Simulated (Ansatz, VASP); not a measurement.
# BN: VASP beside Ansatz

File INCAR:

```
ALGO     = Normal         # electronic algorithm
EDIFF    = 1E-8           # SCF threshold, eV
ENCUT    = 520            # plane-wave cutoff, eV
GGA      = PE             # functional
ISIF     = 2              # what is computed and relaxed
ISMEAR   = -1             # smearing method
LASPH    = T              # aspherical terms in the spheres
LCHARG   = F              # write CHGCAR
LEFG     = T            
LREAL    = F              # projectors in reciprocal space
LWAVE    = F              # write WAVECAR
NBANDS   = 11             # bands
NELM     = 80             # most SCF steps
PREC     = Accurate       # precision mode
SIGMA    = 0.03           # smearing width, eV
```

The input KPOINTS:

```
k-points
0
Gamma
  13 13 13
```

The input POSCAR:

```
BN
1.0
    0.0542250000      1.8346125000      1.8346125000
    1.8346125000      0.0542250000      1.8346125000
    1.8346125000      1.8346125000      0.0542250000
B N
1 1
Direct
    0.0000000000      0.0000000000      0.0000000000
    0.7500000000      0.7500000000      0.7500000000
```

Input for Ansatz:

```yaml
crystal:
  lattice:
    - [0.054225, 1.8346125, 1.8346125]
    - [1.8346125, 0.054225, 1.8346125]
    - [1.8346125, 1.8346125, 0.054225]
  atoms:
    - { symbol: B, position: [0.0, 0.0, 0.0] }
    - { symbol: "N", position: [0.75, 0.75, 0.75] }
kpoints:
  mp_grid: { grid: [13, 13, 13] }
scf:
  occupations: { method: fermi_dirac, width: 0.03 }
hamiltonian:
  xc: pbe
  pseudopotentials: { kind: all_electron, datasets: crystal }
output:
  forces: true
  stress: true
  eigenvalues: true
  efg: { contact_densities: true }
```

Change from the starting cell: equal xy, yz and zx shear strains of +3 %, crystal datasets.

Alike in both runs: task electric field gradients; functional PBE; k mesh 13 × 13 × 13; occupations fermi-dirac, width 0.03 eV; no spin polarisation.

|  | VASP | Ansatz |
| --- | --- | --- |
| version | VASP 6.6.1 | Ansatz 0.2.0 |
| potentials or method | VASP PAW PBE potentials, release 64 (B, N), cutoff 520 eV | all-electron PAW with datasets made for the crystal, scalar-relativistic |

|  | VASP | Ansatz | Ansatz less VASP |
| --- | --- | --- | --- |
| gap on the k mesh at the Fermi level (eV) | 4.41 | 4.42 | +0.009 |
| pressure (GPa) | 4.5 | 4.2 | -0.26 |
| traceless stress, the component that is largest in VASP (GPa) | -13.29 | -13.20 | +0.084 |
| size of Vzz on the site where it differs most (V/Å²) | 9.8 | 9.3 | -0.45 |

Ansatz ran all-electron here, and VASP with PAW potentials.
